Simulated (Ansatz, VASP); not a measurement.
## One calculation of Pd, two programs

```
CELL_PARAMETERS angstrom
0.00000 2.90560 2.90560
2.90560 0.00000 2.90560
2.90560 2.90560 0.00000
ATOMIC_POSITIONS crystal
Pd 0.87500 0.87500 0.87500
Pd 0.12500 0.12500 0.12500
```

Alike in both runs: functional PBE; k mesh 12 × 12 × 12; occupations fermi-dirac, width 0.08 eV; no spin polarisation.

Ansatz relaxed the structure, and its values are those at the end. VASP's run is a single point on that final structure, the one shown.

|  | VASP | Ansatz |
| --- | --- | --- |
| version | VASP 6.6.1 | Ansatz 0.2.0 |
| potentials or method | VASP PAW PBE potentials, release 64 (Pd) | PAW with Ansatz's default frozen-core files, scalar-relativistic |
| plane-wave cutoff (eV) | 520 | 420 |
| valence electrons in the cell | 20 | 36 |

|  | VASP | Ansatz | Ansatz less VASP |
| --- | --- | --- | --- |
| pressure (GPa) | -0.3 | 0.0 | +0.29 |

VASP's potentials hold 20 valence electrons a cell and Ansatz's 36, so a difference there can come from the potentials and not from the codes.
